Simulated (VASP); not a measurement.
# TaN (Fm-3m) in VASP: a series of runs

The runs below take TaN through vibrations by perturbation theory, elastic constants, with PBE.

All numbers are computed with VASP 6.6.1; they aren't measurements. Logs are shortened: lines on timing, memory, paths and dates and some standing lists are left out, and cuts for length are marked.

## Step 1: The cell of the first run

The structure is cubic, space group Fm-3m (No. 225). Conventional cell: a = 4.418 Å, b = 4.418 Å, c = 4.418 Å, α = 90.00°, β = 90.00°, γ = 90.00°. Within 2.9 Å of Ta (site symmetry m-3m) lie 6 N at 2.21 Å. Within 2.9 Å of N (site symmetry m-3m) lie 6 Ta at 2.21 Å.

## Step 2: Vibrations by perturbation theory, PBE

The input, INCAR:

```
PREC = Accurate ; ENCUT = 520
EDIFF = 1E-8 ; ISMEAR = -1
SIGMA = 0.15 ; LREAL = False
LASPH = True ; NELM = 80
ALGO = Normal ; ISIF = 2
LWAVE = False ; LCHARG = True
GGA = PE ; IBRION = 8
NSW = 1
```

The input, KPOINTS:

```
regular mesh
0
Gamma
  16 16 16
```

The input, POSCAR:

```
TaN
1.0
    0.0000000000      2.2092034514      2.2092034514
    2.2092034514      0.0000000000      2.2092034514
    2.2092034514      2.2092034514      0.0000000000
Ta N
1 1
Direct
    0.5000000000      0.5000000000      0.5000000000
    0.0000000000      0.0000000000      0.0000000000
```

Potentials or basis: VASP PAW PBE potentials, release 64 (Ta_pv, N).

Command:

```bash
$ cat potpaw_PBE.64/Ta_pv/POTCAR potpaw_PBE.64/N/POTCAR > POTCAR
$ mpirun -np 1 vasp_std > vasp.out
```

OUTCAR:

```text
PREC = Accurate
   ENCUT = 520
   EDIFF = 1E-8
   ISMEAR = -1
   LREAL = False
   LASPH = True
   NELM = 80
   ISIF = 2
   GGA = PE
   IBRION = 8
   NSW = 1

 ion  position               nearest neighbor table
   1  0.500  0.500  0.500-   2 2.21   2 2.21   2 2.21   2 2.21   2 2.21   2 2.21
   2  0.000  0.000  0.000-   1 2.21   1 2.21   1 2.21   1 2.21   1 2.21   1 2.21

  LATTYP: Found a face centered cubic cell.
 ALAT       =     4.4184069028

  Lattice vectors:

 A1 = (   0.0000000000,   2.2092034514,   2.2092034514)
 A2 = (   2.2092034514,   0.0000000000,   2.2092034514)
 A3 = (   2.2092034514,   2.2092034514,   0.0000000000)

Analysis of symmetry for initial positions (statically):
=====================================================================
 Subroutine PRICEL returns:
 Original cell was already a primitive cell.

 Routine SETGRP: Setting up the symmetry group for a
 face centered cubic supercell.

 Subroutine GETGRP returns: Found 48 space group operations
 (whereof 48 operations were pure point group operations)
 out of a pool of 48 trial point group operations.

The static configuration has the point symmetry O_h .

Analysis of symmetry for dynamics (positions and initial velocities):
=====================================================================
 Subroutine PRICEL returns:
 Original cell was already a primitive cell.

 Routine SETGRP: Setting up the symmetry group for a
 face centered cubic supercell.

 Subroutine GETGRP returns: Found 48 space group operations
 (whereof 48 operations were pure point group operations)
 out of a pool of 48 trial point group operations.

The dynamic configuration has the point symmetry O_h .

 Subroutine INISYM returns: Found 48 space group operations
 (whereof 48 operations are pure point group operations),
 and found     1 'primitive' translations

----------------------------------------------------------------------------------------

                                     Primitive cell

  volume of cell :      21.5644

  direct lattice vectors                    reciprocal lattice vectors
     0.000000000  2.209203451  2.209203451    -0.226325918  0.226325918  0.226325918
     2.209203451  0.000000000  2.209203451     0.226325918 -0.226325918  0.226325918
     2.209203451  2.209203451  0.000000000     0.226325918  0.226325918 -0.226325918

  length of vectors
     3.124285483  3.124285483  3.124285483     0.392007990  0.392007990  0.392007990

  position of ions in fractional coordinates (direct lattice)
     0.500000000  0.500000000  0.500000000
     0.000000000  0.000000000  0.000000000

  ion indices of the primitive-cell ions
   primitive index   ion index
                 1           1
                 2           2

----------------------------------------------------------------------------------------

 KPOINTS: regular mesh

Automatic generation of k-mesh.
 Grid dimensions read from file:
 generate k-points for:   16   16   16

 Generating k-lattice:

  Cartesian coordinates                     Fractional coordinates (reciprocal lattice)
    -0.014145370  0.014145370  0.014145370     0.062500000  0.000000000  0.000000000
     0.014145370 -0.014145370  0.014145370     0.000000000  0.062500000  0.000000000
     0.014145370  0.014145370 -0.014145370     0.000000000  0.000000000  0.062500000

  Length of vectors
     0.024500499  0.024500499  0.024500499

  Shift w.r.t. Gamma in fractional coordinates (k-lattice)
     0.000000000  0.000000000  0.000000000

 Subroutine IBZKPT returns following result:
 ===========================================

 Found    145 irreducible k-points:

 Following reciprocal coordinates:
            Coordinates               Weight
  0.000000  0.000000  0.000000      1.000000
  0.062500  0.000000  0.000000      8.000000
  0.125000  0.000000  0.000000      8.000000
  0.187500  0.000000  0.000000      8.000000
  0.250000  0.000000  0.000000      8.000000
  0.312500  0.000000  0.000000      8.000000
[... 16 lines left out ...]
 -0.125000  0.062500  0.000000     24.000000
 -0.062500  0.062500  0.000000     12.000000
 [... further k-points ...]
   k-points           NKPTS =    145   k-points in BZ     NKDIM =    145   number of bands    NBANDS=     12
   number of dos      NEDOS =    301   number of ions     NIONS =      2
   total plane-waves  NPLWV =  13824
   dimension x,y,z NGX =    24 NGY =   24 NGZ =   24
   dimension x,y,z NGXF=    48 NGYF=   48 NGZF=   48
   ions per type =               1   1
   NGX,Y,Z   is equivalent  to a cutoff of  12.77, 12.77, 12.77 a.u.
   NGXF,Y,Z  is equivalent  to a cutoff of  25.54, 25.54, 25.54 a.u.
 SYSTEM =  unknown system
   PREC   = accura    normal or accurate (medium, high low for compatibility)
   ISTART =      0    job   : 0-new  1-cont  2-samecut
   ICHARG =      2    charge: 1-file 2-atom 10-const
   ISPIN  =      1    spin polarized calculation?
   LNONCOLLINEAR =      F non collinear calculations
   LSORBIT =      F    spin-orbit coupling
   LASPH  =      T    aspherical Exc in radial PAW
   ENCUT  =  520.0 eV  38.22 Ry    6.18 a.u.   5.81  5.81  5.81*2*pi/ulx,y,z
   NELM   =     80;   NELMIN=  2; NELMDL= -5     # of ELM steps
   EDIFF  = 0.1E-07   stopping-criterion for ELM
   LREAL  =      F    real-space projection
   EDIFFG = 0.1E-06   stopping-criterion for IOM
   NSW    =      1    number of steps for IOM
   IBRION =      8    ionic relax: 0-MD 1-quasi-New 2-CG
   NFREE  =      0    steps in history (QN), initial steepest desc. (CG)
   ISIF   =      2    stress and relaxation
   ISYM   =      2    0-nonsym 1-usesym 2-fastsym
   POTIM  = 0.5000    time-step for ionic-motion
   TEBEG  =    0.0;   TEEND  =   0.0 temperature during run
   PSTRESS=    0.0 pullay stress
   NELECT =      16.0000    total number of electrons
   NUPDOWN=      -1.0000    fix difference up-down
   EMIN   =  10.00;   EMAX   =-10.00  energy-range for DOS
   EFERMI =   0.00;   METHOD = LEGACY
   ISMEAR =    -1;   SIGMA  =   0.15  broadening in eV -4-tet -1-fermi 0-gaus
   EFERMI_NEDOS =   21; number of points for ismear=-14 and -15
   IALGO  =     38    algorithm
   IMIX   =      4    mixing-type and parameters
     AMIX     =   0.40;   BMIX     =  1.00
     AMIX_MAG =   1.60;   BMIX_MAG =  1.00
  volume/ion in A,a.u.               =      10.78        72.76
  Fermi-wavevector in a.u.,A,eV,Ry     =   1.482071  2.800709 29.885680  2.196536
  Thomas-Fermi vector in A             =   2.595903
   LORBIT       =      0    0 simple, 1 ext, 2 COOP (PROOUT), +10 PAW based schemes
   GGA     = PE    functional components
   LHFCALC =     F    Hartree Fock is set to
   AEXX    =    0.0000 exact exchange contribution
   IVDW    =     0    specifies the selected vdW correction
   LEPSILON=     F    determine dielectric tensor
   LRPA    =     F    only Hartree local field effects (RPA)
 non-spin polarized calculation
  energy-cutoff  :      520.00
  volume of cell :       21.56
 maximum number of plane-waves:       604
   NGX = 11   NGY = 11   NGZ = 11

--------------------------------------- Ionic step        1  -------------------------------------------

 number of electron      16.0000003 magnetization

 Free energy of the ion-electron system (eV)
  ---------------------------------------------------
  ext. energy  EPLUGINS =         0.00000000
  ---------------------------------------------------
  free energy    TOTEN  =       -21.85757517 eV

  energy without entropy =      -21.79455657  energy(sigma->0) =      -21.82606587

 E-fermi :   9.3807     XC(G=0): -13.3595

 val. band max:        9.3720771679   @ k =  -0.2500   0.3750   0.1250
 cond. band min:       9.3861139819   @ k =  -0.3125   0.3125   0.1250
 fundamental gap:      0.0140368140
 Fermi energy:         9.3806542798

 k-point     1 :       0.0000    0.0000    0.0000
  band No.  band energies     occupation
      1     -26.4125      2.00000
      2     -26.4125      2.00000
      3     -26.4125      2.00000
      4      -9.3606      2.00000
      5       5.6002      2.00000
      6       5.6002      2.00000
      7       5.6002      2.00000
      8       7.3219      2.00000
      9       7.3219      2.00000
     10       7.3219      2.00000
     11       9.4507      0.77082
     12       9.4507      0.77082
[... 331 lines left out ...]
 k-point    24 :      -0.0625    0.0625    0.0000
  band No.  band energies     occupation
      1     -26.4916      2.00000
      2     -26.4335      2.00000
      3     -26.4147      2.00000
      4      -9.1196      2.00000
      5       4.4044      2.00000
      6       4.7320      2.00000
      7       5.0680      2.00000
      8       7.4936      1.99999
      9       7.7028      1.99997
     10       8.0086      1.99979
     11       9.8489      0.08444
     12      10.7030      0.00030

 [... further k-points ...]
[... 5 lines left out ...]
  --------------------------------------------------------------------------------------
  -------------------------------------------------------------------------------------
  Total        0.1044631      0.1044631      0.1044631      0.0000000      0.0000000      0.0000000
  in kB        7.7613334      7.7613334      7.7613334      0.0000000      0.0000000      0.0000000
  external PRESSURE =       7.7613334 kB  Pullay stress =       0.0000000 kB

 VOLUME and BASIS-vectors are now :
 -----------------------------------------------------------------------------
  energy-cutoff  :      520.00
  volume of cell :       21.56
      direct lattice vectors                 reciprocal lattice vectors
     0.000000000  2.209203451  2.209203451    -0.226325918  0.226325918  0.226325918
     2.209203451  0.000000000  2.209203451     0.226325918 -0.226325918  0.226325918
     2.209203451  2.209203451  0.000000000     0.226325918  0.226325918 -0.226325918

 POSITION                                       TOTAL-FORCE (eV/Angst)
 -----------------------------------------------------------------------------------
      2.20920      2.20920      2.20920         0.000000     -0.000000     -0.000000
      0.00000      0.00000      0.00000        -0.000000      0.000000      0.000000
 -----------------------------------------------------------------------------------
    total drift:                                0.000000     -0.000000     -0.000000

  FREE ENERGIE OF THE ION-ELECTRON SYSTEM (eV)
  ---------------------------------------------------
  free  energy   TOTEN  =       -21.8575751654 eV

  energy  without entropy=      -21.7945565674  energy(sigma->0) =      -21.82606587

[... ionic steps 2 to 3 ...]

--------------------------------------- Ionic step        4  -------------------------------------------

------------------------ aborting loop because EDIFF is reached ----------------------------------------

[... ionic steps 5 to 6 ...]

--------------------------------------- Ionic step        7  -------------------------------------------

 Free energy of the ion-electron system (eV)
  ---------------------------------------------------
  ---------------------------------------------------
  free energy    TOTEN  =        -0.23488482 eV

  energy without entropy =       -0.23488482

------------------------ aborting loop because EDIFF is reached ----------------------------------------

 INTERNAL STRAIN TENSOR  FOR ION    2  DIRECTION 1   (eV/Angst):
 -----------------------------------------------------------------------------
     0.04572 -0.00000  0.00000
     0.00000 -0.02036 -0.00000
    -0.00000 -0.00000 -0.02036

 INTERNAL STRAIN TENSOR FOR ION    2 for displacements in x,y,z  (eV/Angst):
          X           Y           Z          XY          YZ          ZX
  --------------------------------------------------------------------------------
  x     0.00000     0.00000     0.00000     0.00000     0.00000     0.00000
  y     0.00000     0.00000     0.00000     0.00000     0.00000     0.00000
  z     0.00000     0.00000     0.00000     0.00000     0.00000     0.00000

 SECOND DERIVATIVES (NOT SYMMETRIZED)
 ------------------------------------
               1X          1Y          1Z          2X          2Y          2Z
  1X    -6.996463    0.000000    0.000000    6.996463    0.000000    0.000000
  1Y     0.000000   -6.996463    0.000000    0.000000    6.996463    0.000000
  1Z     0.000000    0.000000   -6.996463    0.000000    0.000000    6.996463
  2X     6.996317    0.000000    0.000000   -6.996317    0.000000    0.000000
  2Y     0.000000    6.996317    0.000000    0.000000   -6.996317    0.000000
  2Z     0.000000    0.000000    6.996317    0.000000    0.000000   -6.996317

 Eigenvectors and eigenvalues of the dynamical matrix
 ----------------------------------------------------

   1 f  =   11.470699 THz    72.072526 2PiTHz  382.621328 cm-1    47.438977 meV
             X         Y         Z           dx          dy          dz
      2.209203  2.209203  2.209203     0.000000    0.267993    0.000000
      0.000000  0.000000  0.000000     0.000000   -0.963421    0.000000
[... 21 lines left out ...]
   6 f/i=    0.000031 THz     0.000195 2PiTHz    0.001033 cm-1     0.000128 meV
             X         Y         Z           dx          dy          dz
      2.209203  2.209203  2.209203     0.000000    0.000000    0.963421
      0.000000  0.000000  0.000000     0.000000    0.000000    0.267993

--------------------------------------------------------------------------------------------------------

 ELASTIC MODULI CONTR FROM IONIC RELAXATION (kBar)
 Direction    XX          YY          ZZ          XY          YZ          ZX
 --------------------------------------------------------------------------------
 XX           0.0000      0.0000      0.0000      0.0000      0.0000      0.0000
 YY           0.0000      0.0000      0.0000      0.0000      0.0000      0.0000
 ZZ           0.0000      0.0000      0.0000      0.0000      0.0000      0.0000
 XY           0.0000      0.0000      0.0000      0.0000      0.0000      0.0000
 YZ           0.0000      0.0000      0.0000      0.0000      0.0000      0.0000
 ZX           0.0000      0.0000      0.0000      0.0000      0.0000      0.0000
 --------------------------------------------------------------------------------
```

It took 1.9 min on 1 thread of Intel Xeon 6975P-C (Granite Rapids), shared host; peak memory 0.35 GiB.

Results:

| Property | Result |
| --- | --- |
| Highest phonon frequency at Γ, LO-TO splitting left out | 383 cm⁻¹ |

Phonon frequencies in cm⁻¹ (negative: imaginary):
```tsv
q point	frequencies
(0.000, 0.000, 0.000)	0 0 0 383 383 383
```

Caveat: spin-orbit coupling is left out, which moves the levels of the heavy elements.

(Part 1 of 2 ends here.)
